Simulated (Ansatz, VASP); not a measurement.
Given: the input of a run of Ansatz 0.2.0 on BaTe.

File input:

```
crystal:
  lattice:
    - [0.0, 3.4325834396, 3.4325834396]
    - [3.4325834396, 0.0, 3.4325834396]
    - [3.4325834396, 3.4325834396, 0.0]
  atoms:
    - { symbol: Ba, position: [0.0, 0.0, 0.0] }
    - { symbol: Te, position: [0.5, 0.5, 0.5] }
hamiltonian:
  xc: pbe0
  pseudopotentials: { kind: paw }
kpoints:
  mp_grid: { grid: [4, 4, 4] }
scf:
  occupations: { method: fermi_dirac, width: 0.05 }
output:
  forces: true
  stress: true
  eigenvalues: true
```

Task: Set up the same calculation for VASP 6.6.1. Potentials there: VASP PAW PBE potentials, release 64 (Ba_sv, Te).

Result: As run (the cutoff follows the program's own potentials):

Contents of POSCAR:

```
BaTe
1.0
    0.0000000000      3.4325834396      3.4325834396
    3.4325834396      0.0000000000      3.4325834396
    3.4325834396      3.4325834396      0.0000000000
Ba Te
1 1
Direct
    0.0000000000      0.0000000000      0.0000000000
    0.5000000000      0.5000000000      0.5000000000
```

Contents of INCAR.step1:

```
  PREC = Accurate
  ENCUT = 520
  EDIFF = 1E-5
  ISMEAR = -1
  SIGMA = 0.05
  LREAL = F
  LASPH = T
  NELM = 100
  ALGO = Normal
  ISIF = 2
  LWAVE = T
  LCHARG = F
  NBANDS = 15
  GGA = PE
```

INCAR.step2

```
  PREC = Accurate
  ENCUT = 520
  EDIFF = 1E-6
  ISMEAR = -1
  SIGMA = 0.05
  LREAL = F
  LASPH = T
  NELM = 100
  ALGO = Normal
  ISIF = 2
  LWAVE = F
  LCHARG = F
  GGA = PE
  LHFCALC = T
  AEXX = 0.25
  PRECFOCK = Normal
  NBANDS = 15
  ISTART = 1
```

File KPOINTS:

```
regular mesh
0
Gamma
  4 4 4
```

Potentials or basis: VASP PAW PBE potentials, release 64 (Ba_sv, Te).

Launch:

```bash
$ cat potpaw_PBE.64/Ba_sv/POTCAR potpaw_PBE.64/Te/POTCAR > POTCAR
$ cp INCAR.step1 INCAR
$ mpirun -np 1 vasp_std > vasp.out
$ cp INCAR.step2 INCAR
$ mpirun -np 1 vasp_std > vasp.out
```

Both were run:

|  | VASP | Ansatz | Ansatz less VASP |
| --- | --- | --- | --- |
| gap on the k mesh at the Fermi level (eV) | 2.77 | 2.81 | +0.035 |
| least direct gap on the mesh (eV) | 3.21 | 3.22 | +0.008 |
| pressure (GPa) | 3.0 | 2.8 | -0.22 |

VASP's potentials hold 16 valence electrons a cell and Ansatz's 26, so a difference there can come from the potentials and not from the codes.

Spin-orbit coupling is off throughout.
